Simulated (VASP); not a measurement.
# Be (P6_3/mmc) in VASP: further runs, part 2 of 2

VASP 6.6.1. Earlier steps stand in the parts before.

## (3) Single point, BLYP (volume scaled by 1.04)

INCAR

```
SYSTEM = Be
AGGAC = 1.0
AGGAX = 1.0
ALDAC = 0.0
ALDAX = 1.0
ALGO = Normal
EDIFF = 1E-7
ENCUT = 520
GGA = B5
ISIF = 2
ISMEAR = -1
LASPH = .TRUE.
LCHARG = .FALSE.
LREAL = .FALSE.
LWAVE = .FALSE.
NBANDS = 12
NELM = 60
PREC = Accurate
SIGMA = 0.1
```

KPOINTS

```
k-points
0
G
  18 18 5
  0 0 0
```

POSCAR

```
Be
1.0
    2.2891714987      0.0000000000      0.0000000000
   -1.1445857494      1.9824806714      0.0000000000
    0.0000000000      0.0000000000      7.2599401273
Be
4
Direct
    1.0000000000      0.0000000000      0.0000000000
    1.0000000000      0.0000000000      0.5000000000
    0.3333333333      0.6666666667      0.2500000000
    0.6666666667      0.3333333333      0.7500000000
```

Potentials or basis: VASP PAW PBE potentials, release 64 (Be).

The run is started by

```console
$ cat potpaw_PBE.64/Be/POTCAR > POTCAR
$ mpirun -np 1 vasp_std > vasp.out
```

OUTCAR:

```text
SYSTEM = Be
   EDIFF = 1E-7
   ENCUT = 520
   GGA = B5
   ISIF = 2
   ISMEAR = -1
   LASPH = .TRUE.
   LREAL = .FALSE.
   NELM = 60
   PREC = Accurate

 ion  position               nearest neighbor table
   1  0.000  0.000  0.000-   3 2.25   4 2.25   3 2.25   4 2.25   4 2.25   3 2.25
   2  0.000  0.000  0.500-   3 2.25   4 2.25   3 2.25   4 2.25   4 2.25   3 2.25
   3  0.333  0.667  0.250-   1 2.25   2 2.25   1 2.25   2 2.25   1 2.25   2 2.25
   4  0.667  0.333  0.750-   1 2.25   2 2.25   1 2.25   2 2.25   1 2.25   2 2.25

  LATTYP: Found a hexagonal cell.
 ALAT       =     2.2891714987
 C/A-ratio  =     3.1714269252

  Lattice vectors:

 A1 = (   2.2891714987,   0.0000000000,   0.0000000000)
 A2 = (  -1.1445857494,   1.9824806714,   0.0000000000)
 A3 = (   0.0000000000,   0.0000000000,   7.2599401273)

Analysis of symmetry for initial positions (statically):
=====================================================================
 Subroutine PRICEL returns:
 Original cell was already a primitive cell.

 Routine SETGRP: Setting up the symmetry group for a
 hexagonal supercell.

 Subroutine GETGRP returns: Found 24 space group operations
 (whereof 12 operations were pure point group operations)
 out of a pool of 24 trial point group operations.

The static configuration has the point symmetry D_3d.
 The point group associated with its full space group is D_6h.

Analysis of symmetry for dynamics (positions and initial velocities):
=====================================================================
 Subroutine PRICEL returns:
 Original cell was already a primitive cell.

 Routine SETGRP: Setting up the symmetry group for a
 hexagonal supercell.

 Subroutine GETGRP returns: Found 24 space group operations
 (whereof 12 operations were pure point group operations)
 out of a pool of 24 trial point group operations.

The dynamic configuration has the point symmetry D_3d.
 The point group associated with its full space group is D_6h.

 Subroutine INISYM returns: Found 24 space group operations
 (whereof 12 operations are pure point group operations),
 and found     1 'primitive' translations

----------------------------------------------------------------------------------------

                                     Primitive cell

  volume of cell :      32.9473

  direct lattice vectors                    reciprocal lattice vectors
     2.289171499  0.000000000  0.000000000     0.436839267  0.252209269  0.000000000
    -1.144585749  1.982480671  0.000000000     0.000000000  0.504418537  0.000000000
     0.000000000  0.000000000  7.259940127     0.000000000  0.000000000  0.137742183

  length of vectors
     2.289171499  2.289171499  7.259940127     0.504418537  0.504418537  0.137742183

  position of ions in fractional coordinates (direct lattice)
     0.000000000  0.000000000  0.000000000
     0.000000000  0.000000000  0.500000000
     0.333333333  0.666666667  0.250000000
     0.666666667  0.333333333  0.750000000

  ion indices of the primitive-cell ions
   primitive index   ion index
                 1           1
                 2           2
                 3           3
                 4           4

----------------------------------------------------------------------------------------

 KPOINTS: k-points

Automatic generation of k-mesh.
 Grid dimensions read from file:
[... 46 lines left out ...]
 [... further k-points ...]
   k-points           NKPTS =    111   k-points in BZ     NKDIM =    111   number of bands    NBANDS=     12
   number of dos      NEDOS =    301   number of ions     NIONS =      4
   total plane-waves  NPLWV =  17496
   dimension x,y,z NGX =    18 NGY =   18 NGZ =   54
   dimension x,y,z NGXF=    36 NGYF=   36 NGZF=  108
   ions per type =               4
   NGX,Y,Z   is equivalent  to a cutoff of  13.07, 13.07, 12.37 a.u.
   NGXF,Y,Z  is equivalent  to a cutoff of  26.14, 26.14, 24.73 a.u.
 SYSTEM =  Be
   PREC   = accura    normal or accurate (medium, high low for compatibility)
   ISTART =      0    job   : 0-new  1-cont  2-samecut
   ICHARG =      2    charge: 1-file 2-atom 10-const
   ISPIN  =      1    spin polarized calculation?
   LNONCOLLINEAR =      F non collinear calculations
   LSORBIT =      F    spin-orbit coupling
   LASPH  =      T    aspherical Exc in radial PAW
   ENCUT  =  520.0 eV  38.22 Ry    6.18 a.u.   4.26  4.26 13.50*2*pi/ulx,y,z
   NELM   =     60;   NELMIN=  2; NELMDL= -5     # of ELM steps
   EDIFF  = 0.1E-06   stopping-criterion for ELM
   LREAL  =      F    real-space projection
   EDIFFG = 0.1E-05   stopping-criterion for IOM
   NSW    =      0    number of steps for IOM
   IBRION =     -1    ionic relax: 0-MD 1-quasi-New 2-CG
   NFREE  =      0    steps in history (QN), initial steepest desc. (CG)
   ISIF   =      2    stress and relaxation
   ISYM   =      2    0-nonsym 1-usesym 2-fastsym
   POTIM  = 0.5000    time-step for ionic-motion
   TEBEG  =    0.0;   TEEND  =   0.0 temperature during run
   PSTRESS=    0.0 pullay stress
   NELECT =       8.0000    total number of electrons
   NUPDOWN=      -1.0000    fix difference up-down
   EMIN   =  10.00;   EMAX   =-10.00  energy-range for DOS
   EFERMI =   0.00;   METHOD = LEGACY
   ISMEAR =    -1;   SIGMA  =   0.10  broadening in eV -4-tet -1-fermi 0-gaus
   EFERMI_NEDOS =   21; number of points for ismear=-14 and -15
   IALGO  =     38    algorithm
   IMIX   =      4    mixing-type and parameters
     AMIX     =   0.40;   BMIX     =  1.00
     AMIX_MAG =   1.60;   BMIX_MAG =  1.00
  volume/ion in A,a.u.               =       8.24        55.58
  Fermi-wavevector in a.u.,A,eV,Ry     =   1.021327  1.930028 14.192351  1.043108
  Thomas-Fermi vector in A             =   2.154945
   LORBIT       =      0    0 simple, 1 ext, 2 COOP (PROOUT), +10 PAW based schemes
   GGA     = B5    functional components
   LHFCALC =     F    Hartree Fock is set to
   AEXX    =    0.0000 exact exchange contribution
   IVDW    =     0    specifies the selected vdW correction
   LEPSILON=     F    determine dielectric tensor
   LRPA    =     F    only Hartree local field effects (RPA)
 non-spin polarized calculation
  energy-cutoff  :      520.00
  volume of cell :       32.95
 maximum number of plane-waves:       915
 NGX is ok and might be reduce to    18
   NGX =  9   NGY =  9   NGZ = 27

 number of electron       8.0000000 magnetization

 Free energy of the ion-electron system (eV)
  ---------------------------------------------------
  ext. energy  EPLUGINS =         0.00000000
  ---------------------------------------------------
  free energy    TOTEN  =       -12.28271408 eV

  energy without entropy =      -12.27215573  energy(sigma->0) =      -12.27743491

 E-fermi :   7.3128     XC(G=0):  -9.9348

 val. band max:        7.3118250503   @ k =   0.3333   0.2778   0.2000
 cond. band min:       7.4233947894   @ k =   0.2778   0.2778   0.0000
 fundamental gap:      0.1115697391
 Fermi energy:         7.3127855644

 k-point     1 :       0.0000    0.0000    0.0000
  band No.  band energies     occupation
      1      -3.9180      2.00000
      2      -1.8352      2.00000
      3      -1.8117      2.00000
      4       2.7827      2.00000
      5       8.0298      0.00154
      6      17.2426      0.00000
      7      17.2495      0.00000
      8      22.5733      0.00000
      9      22.5733      0.00000
     10      23.7198      0.00000
     11      23.7199      0.00000
     12      24.0161      0.00000
[... 331 lines left out ...]
 k-point    24 :       0.3889    0.1111    0.0000
  band No.  band energies     occupation
      1       1.8375      2.00000
      2       3.4530      2.00000
      3       3.5293      2.00000
      4       5.4175      2.00000
      5       8.7294      0.00000
      6       9.0873      0.00000
      7      10.6909      0.00000
      8      12.6154      0.00000
      9      14.0029      0.00000
     10      14.6753      0.00000
     11      16.8560      0.00000
     12      17.7089      0.00000

 [... further k-points ...]
[... 5 lines left out ...]
  --------------------------------------------------------------------------------------
  -------------------------------------------------------------------------------------
  Total       -0.8983613     -0.8983613     -0.8739902      0.0000000      0.0000000     -0.0000000
  in kB      -43.6859010    -43.6859010    -42.5007703      0.0000000      0.0000000     -0.0000000
  external PRESSURE =     -43.2908574 kB  Pullay stress =       0.0000000 kB

 VOLUME and BASIS-vectors are now :
 -----------------------------------------------------------------------------
  energy-cutoff  :      520.00
  volume of cell :       32.95
      direct lattice vectors                 reciprocal lattice vectors
     2.289171499  0.000000000  0.000000000     0.436839267  0.252209269  0.000000000
    -1.144585749  1.982480671  0.000000000     0.000000000  0.504418537  0.000000000
     0.000000000  0.000000000  7.259940127     0.000000000  0.000000000  0.137742183

 POSITION                                       TOTAL-FORCE (eV/Angst)
 -----------------------------------------------------------------------------------
      0.00000      0.00000      0.00000         0.000000      0.000000      0.000000
      0.00000      0.00000      3.62997         0.000000      0.000000      0.000000
     -0.00000      1.32165      1.81499        -0.000000      0.000000     -0.000000
      1.14459      0.66083      5.44496         0.000000     -0.000000      0.000000
 -----------------------------------------------------------------------------------
    total drift:                               -0.000000      0.000000     -0.000000

  FREE ENERGIE OF THE ION-ELECTRON SYSTEM (eV)
  ---------------------------------------------------
  free  energy   TOTEN  =       -12.2827140839 eV

  energy  without entropy=      -12.2721557290  energy(sigma->0) =      -12.27743491
```

OSZICAR:

```text
N       E                     dE             d eps       ncg     rms          rms(c)
DAV:   1     0.407828388269E+01    0.40783E+01   -0.34728E+03  2664   0.560E+02
DAV:   2    -0.119265447526E+02   -0.16005E+02   -0.15205E+02  3352   0.100E+02
DAV:   3    -0.124177572091E+02   -0.49121E+00   -0.48678E+00  3936   0.125E+01
DAV:   4    -0.124197156378E+02   -0.19584E-02   -0.19577E-02  3240   0.807E-01
DAV:   5    -0.124197233100E+02   -0.76722E-05   -0.76722E-05  3772   0.472E-02    0.159E+00
DAV:   6    -0.123195032988E+02    0.10022E+00   -0.12917E-02  3152   0.922E-01    0.981E-01
DAV:   7    -0.122826715163E+02    0.36832E-01   -0.21733E-02  3072   0.122E+00    0.764E-02
DAV:   8    -0.122827064120E+02   -0.34896E-04   -0.29467E-04  3756   0.122E-01    0.229E-02
DAV:   9    -0.122827141932E+02   -0.77812E-05   -0.21208E-05  3280   0.383E-02    0.721E-03
DAV:  10    -0.122827152704E+02   -0.10772E-05   -0.60892E-06  3760   0.129E-02    0.119E-03
DAV:  11    -0.122827145298E+02    0.74061E-06   -0.29205E-07  3088   0.407E-03    0.521E-04
DAV:  12    -0.122827140359E+02    0.49390E-06   -0.41171E-08  2132   0.194E-03    0.923E-05
DAV:  13    -0.122827140839E+02   -0.47958E-07   -0.29458E-09  1820   0.632E-04
   1 F= -.12282714E+02 E0= -.12277435E+02  d E =-.105584E-01
```

Wall time 24 s (1 thread of AMD EPYC 9R45 (Zen 5), shared host); peak memory 0.13 GiB.

What came out:

| Item | Value |
| --- | --- |
| Free energy | -12.2827 eV |
| Pressure | -4.3 GPa |
| Band gap on the k mesh | zero (band 4 reaches 8.01 eV, above the bottom of band 5 at 6.67 eV) |

Caveat: the cell differs from its parent crystal (volume scaled by 1.04); the PAW data sets were made with another functional, which shifts forces and pressure a little.

## (4) Single point, BLYP (volume scaled by 1.08)

INCAR

```
SYSTEM = Be
  PREC = Accurate
  ENCUT = 520
  EDIFF = 1E-6
  ISMEAR = -1
  SIGMA = 0.1
  LREAL = .False.
  LASPH = .True.
  NELM = 60
  ALGO = Normal
  ISIF = 2
  LWAVE = .False.
  LCHARG = .False.
  GGA = B5
  ALDAX = 1.0
  AGGAX = 1.0
  AGGAC = 1.0
  ALDAC = 0.0
  NBANDS = 12
```

KPOINTS

```
regular mesh
0
Gamma
  18 18 5
  0 0 0
```

POSCAR

```
Be
1.0
    2.3181514295      0.0000000000      0.0000000000
   -1.1590757148      2.0075780278      0.0000000000
    0.0000000000      0.0000000000      7.3518478604
Be
4
Direct
    1.0000000000      0.0000000000      0.0000000000
    1.0000000000      0.0000000000      0.5000000000
    0.3333333333      0.6666666667      0.2500000000
    0.6666666667      0.3333333333      0.7500000000
```

The run is started by

```console
$ cat potpaw_PBE.64/Be/POTCAR > POTCAR
$ mpirun -np 1 vasp_std > vasp.out
```

Run time: 19 s. Hardware: 1 thread of AMD EPYC 9R45 (Zen 5), shared host; peak memory 0.13 GiB.

Results (log left out):

```yaml
Free_energy: -12.2335 eV
Pressure: -8.0 GPa
Band_gap_on_the_k_mesh: zero (band 4 reaches 7.71 eV, above the bottom of band 5 at 6.41 eV)
```

Stress tensor (GPa, compression positive):
```
-7.88  0.00  0.00
 0.00 -7.88  0.00
 0.00  0.00 -8.35
```

Levels at points of the mesh, in eV from the Fermi level:
```tsv
k point	band 2	band 3	band 4	band 5	band 6	band 7
(0.00, 0.00, 0.00)	-8.98	-8.95	-4.40	0.59	9.63	9.63
(0.50, 0.00, 0.00)	-3.94	-3.55	-2.78	0.87	0.93	3.84
```

Caveat: the cell differs from its parent crystal (volume scaled by 1.08); the PAW data sets were made with another functional, which shifts forces and pressure a little.

## (5) Single point, BLYP (volume scaled by 1.12)

INCAR

```
PREC = Accurate
ENCUT = 520
EDIFF = 1E-6
ISMEAR = -1
SIGMA = 0.1
LREAL = False
LASPH = True
NELM = 60
ALGO = Normal
ISIF = 2
LWAVE = False
LCHARG = False
GGA = B5
ALDAX = 1.0
AGGAX = 1.0
AGGAC = 1.0
ALDAC = 0.0
NBANDS = 12
```

KPOINTS

```
Automatic mesh
0
Gamma
  18 18 5
```

POSCAR

```
Be
1.0
    2.3464243554      0.0000000000      0.0000000000
   -1.1732121777      2.0320630998      0.0000000000
    0.0000000000      0.0000000000      7.4415133786
Be
4
Direct
    1.0000000000      0.0000000000      0.0000000000
    1.0000000000      0.0000000000      0.5000000000
    0.3333333333      0.6666666667      0.2500000000
    0.6666666667      0.3333333333      0.7500000000
```

The run is started by

```console
$ cat potpaw_PBE.64/Be/POTCAR > POTCAR
$ mpirun -np 1 vasp_std > vasp.out
```

Run time: 19 s. Hardware: 1 thread of AMD EPYC 9R45 (Zen 5), shared host; peak memory 0.13 GiB.

It converged, with:

```
Free energy            : -12.1573 eV
Pressure               : -11.2 GPa
Band gap on the k mesh : zero (band 4 reaches 7.42 eV, above the bottom of band 5 at 6.15 eV)
```

Stress tensor (GPa, compression positive):
```
-10.82   0.00   0.00
  0.00 -10.82   0.00
  0.00   0.00 -11.80
```

Levels at points of the mesh, in eV from the Fermi level:
| k point | band 2 | band 3 | band 4 | band 5 | band 6 | band 7 |
| --- | --- | --- | --- | --- | --- | --- |
| (0.00, 0.00, 0.00) | -8.81 | -8.79 | -4.28 | 0.48 | 9.34 | 9.35 |
| (0.50, 0.00, 0.00) | -3.86 | -3.45 | -2.73 | 0.77 | 0.82 | 3.74 |

Caveat: the cell differs from its parent crystal (volume scaled by 1.12); the PAW data sets were made with another functional, which shifts forces and pressure a little.

## (6) Single point, BLYP

INCAR

```
AGGAC = 1.0
AGGAX = 1.0
ALDAC = 0.0
ALDAX = 1.0
ALGO = Normal
EDIFF = 1E-7
ENCUT = 520
GGA = B5
ISIF = 2
ISMEAR = -1
LASPH = T
LCHARG = F
LREAL = F
LWAVE = F
NBANDS = 12
NELM = 60
PREC = Accurate
SIGMA = 0.1
```

KPOINTS

```
k-points
0
Gamma
  21 21 6
```

POSCAR

```
Be
1.0
    2.2594386333      0.0000000000      0.0000000000
   -1.1297193167      1.9567312547      0.0000000000
    0.0000000000      0.0000000000      7.1656445175
Be
4
Direct
    1.0000000000      0.0000000000      0.0000000000
    1.0000000000      0.0000000000      0.5000000000
    0.3333333333      0.6666666667      0.2500000000
    0.6666666667      0.3333333333      0.7500000000
```

Potentials or basis: VASP PAW PBE potentials, release 64 (Be).

The run is started by

```console
$ cat potpaw_PBE.64/Be/POTCAR > POTCAR
$ mpirun -np 1 vasp_std > vasp.out
```

Run time: 36 s. Hardware: 1 thread of AMD EPYC 9R45 (Zen 5), shared host; peak memory 0.15 GiB.

The run converged. Its results:

```
Free energy            : -12.3002 eV
Pressure               : 0.1 GPa
Band gap on the k mesh : zero (band 4 reaches 8.53 eV, above the bottom of band 5 at 6.96 eV)
```

Stress tensor (GPa, compression positive):
```
-0.01  0.00  0.00
 0.00 -0.01  0.00
 0.00  0.00  0.29
```

Levels at points of the mesh, in eV from the Fermi level:
```
           k point  band 1  band 2  band 3  band 4  band 5  band 6  band 7  band 8  band 9
(0.00, 0.00, 0.00)  -11.40   -9.28   -9.26   -4.62    0.89   10.30   10.30   15.81   15.81
(0.00, 0.00, 0.50)  -10.86  -10.86   -6.73   -6.73    4.23    4.23   16.18   16.18   16.18
```

Caveat: the PAW data sets were made with another functional, which shifts forces and pressure a little.

## (7) Relaxation of cell and atoms, BLYP

This run uses another cell than the first one, of 8.11 Å³/atom, 1.024 times its volume.

INCAR

```
SYSTEM = Be
AGGAC    = 1.0          
AGGAX    = 1.0          
ALDAC    = 0.0          
ALDAX    = 1.0          
ALGO     = Normal         ! electronic algorithm
EDIFF    = 1E-7           ! SCF threshold, eV
EDIFFG   = -0.01          ! ionic threshold
ENCUT    = 600            ! plane-wave cutoff, eV
GGA      = B5             ! functional
IBRION   = 2              ! ionic algorithm
ISIF     = 3              ! what is computed and relaxed
ISMEAR   = -1             ! smearing method
LASPH    = .True.         ! aspherical terms in the spheres
LCHARG   = .False.        ! write CHGCAR
LREAL    = .False.        ! projectors in reciprocal space
LWAVE    = .False.        ! write WAVECAR
NELM     = 100            ! most SCF steps
NSW      = 80             ! ionic steps
PREC     = Accurate       ! precision mode
SIGMA    = 0.1            ! smearing width, eV
```

KPOINTS

```
k-points
0
Gamma
  16 16 5
  0 0 0
```

POSCAR

```
Be
1.0
    2.2554104699      0.0000000000      0.0000000000
   -1.1277052350      1.9532427629      0.0000000000
    0.0000000000      0.0000000000      7.3661705948
Be
4
Direct
    0.0000000000      0.0000000000      0.0000000000
    0.0000000000      0.0000000000      0.5000000000
    0.3333333333      0.6666666667      0.2500000000
    0.6666666667      0.3333333333      0.7500000000
```

The run is started by

```console
$ cat potpaw_PBE.64/Be/POTCAR > POTCAR
$ mpirun -np 1 vasp_std > vasp.out
```

It took 58 s on 1 thread of AMD EPYC 9R45 (Zen 5), shared host; peak memory 0.13 GiB.

Results (log left out):

```yaml
Free_energy: -12.3092 eV
Relaxed_volume: 7.92 Å³/atom
Relaxed_cell: a = 2.260 Å, b = 2.260 Å, c = 7.163 Å, α = 90.00°, β = 90.00°, γ = 120.00°
Space_group_after_relaxing_to_0.05_Å: P6_3/mmc (No. 194)
Energy_gained_by_relaxing: 6.8 meV/atom
Ionic_steps: 5
Pressure_after_relaxing: 0.1 GPa
Band_gap_on_the_k_mesh: zero (band 4 reaches 8.35 eV, above the bottom of band 5 at 6.78 eV)
```

Stress tensor (GPa, compression positive):
```
0.05 0.00 0.00
0.00 0.05 0.00
0.00 0.00 0.13
```

The path:
```csv
step,energy change (eV),largest force (eV/Å),pressure (GPa),volume (Å³)
1,0.0000,0.0000,-2.87,32.45
2,-0.0263,0.0000,-0.30,31.77
3,-0.0270,0.0000,0.19,31.65
4,-0.0270,0.0000,0.26,31.63
5,-0.0271,0.0000,0.08,31.68
```

Final structure:
```cif
data_structure
_symmetry_space_group_name_H-M 'P 1'
_symmetry_Int_Tables_number 1
_cell_length_a 2.2599
_cell_length_b 2.2599
_cell_length_c 7.1631
_cell_angle_alpha 90.000
_cell_angle_beta 90.000
_cell_angle_gamma 120.000
_cell_volume 31.68
loop_
_atom_site_label
_atom_site_type_symbol
_atom_site_fract_x
_atom_site_fract_y
_atom_site_fract_z
_atom_site_occupancy
Be1 Be 0.00000 0.00000 0.00000 1
Be2 Be 0.00000 0.00000 0.50000 1
Be3 Be 0.33333 0.66667 0.25000 1
Be4 Be 0.66667 0.33333 0.75000 1
```

Levels at points of the mesh, in eV from the Fermi level:
```csv
k point,band 2,band 3,band 4,band 5,band 6,band 7
"(0.00, 0.00, 0.00)",-9.21,-9.18,-4.54,0.98,10.39,10.40
"(0.50, 0.00, 0.00)",-4.00,-3.64,-2.76,1.21,1.30,4.17
```

Caveat: the PAW data sets were made with another functional, which shifts forces and pressure a little.

## (8) Overview

| task | cell | k mesh | cutoff (eV) | gap on the mesh (eV) | pressure (GPa) |
| --- | --- | --- | --- | --- | --- |
| single point | a = 2.259, b = 2.259, c = 7.166 Å, angles 90.0, 90.0, 120.0°, 4 atoms | 18 × 18 × 5 | 520 | none | 0.1 |
| single point | a = 2.289, b = 2.289, c = 7.260 Å, angles 90.0, 90.0, 120.0°, 4 atoms | 18 × 18 × 5 | 520 | none | -4.3 |
| single point | a = 2.318, b = 2.318, c = 7.352 Å, angles 90.0, 90.0, 120.0°, 4 atoms | 18 × 18 × 5 | 520 | none | -8.0 |
| single point | a = 2.346, b = 2.346, c = 7.442 Å, angles 90.0, 90.0, 120.0°, 4 atoms | 18 × 18 × 5 | 520 | none | -11.2 |
| single point | a = 2.259, b = 2.259, c = 7.166 Å, angles 90.0, 90.0, 120.0°, 4 atoms | 21 × 21 × 6 | 520 | none | 0.1 |
| relaxation of cell and atoms | relaxed from a = 2.255, b = 2.255, c = 7.366 Å, angles 90.0, 90.0, 120.0°, 4 atoms | 16 × 16 × 5 | 600 | none | 0.1 |

Alike in all rows: level BLYP; potentials or basis VASP PAW PBE potentials, release 64 (Be); no spin polarisation; smearing fermi-dirac 0.1 eV.

Caveats: the PAW data sets were made with another functional, which shifts forces and pressure a little.

Absolute energies hang on the potentials; compare differences alone.
